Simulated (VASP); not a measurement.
Input of a VASP 6.6.1 run:

Contents of INCAR:

```
SYSTEM = Ca4AlO
PREC = Accurate
ENCUT = 520
EDIFF = 1E-6
ISMEAR = 0
SIGMA = 0.1
LREAL = .False.
LASPH = .True.
NELM = 60
ALGO = Normal
ISIF = 2
LWAVE = .False.
LCHARG = .True.
GGA = PE
LELF = .True.
LVHAR = .True.
NBANDS = 34
```

Contents of KPOINTS:

```
regular mesh
0
Gamma
  8 8 8
  0 0 0
```

Contents of POSCAR:

```
Ca4AlO
1.0
    0.0000000000      4.5448622060      4.5448622060
    4.5448622060      0.0000000000      4.5448622060
    4.5448622060      4.5448622060      0.0000000000
Ca Al O
4 1 1
Direct
    0.6245767610      0.6245767610      0.1262697170
    0.6245767610      0.6245767610      0.6245767610
    0.6245767610      0.1262697170      0.6245767610
    0.1262697170      0.6245767610      0.6245767610
    0.2500000000      0.2500000000      0.2500000000
    0.0000000000      0.0000000000      0.0000000000
```

Potentials or basis: VASP PAW PBE potentials, release 64 (Ca_sv, Al, O).

Command:

```bash
$ cat potpaw_PBE.64/Ca_sv/POTCAR potpaw_PBE.64/Al/POTCAR potpaw_PBE.64/O/POTCAR > POTCAR
$ mpirun -np 1 vasp_std > vasp.out
```

(1) Estimate the largest force.

(2) Predict the band gap on the k mesh.

(3) Estimate the pressure.

## Answers

(1) 0.006 eV/Å.

(2) zero (an odd number of electrons rules out a gap without spin polarisation).

(3) 0.0 GPa.

Caveat: an odd number of electrons without spin polarisation forces a metal; a magnetic or distorted state may lie lower.
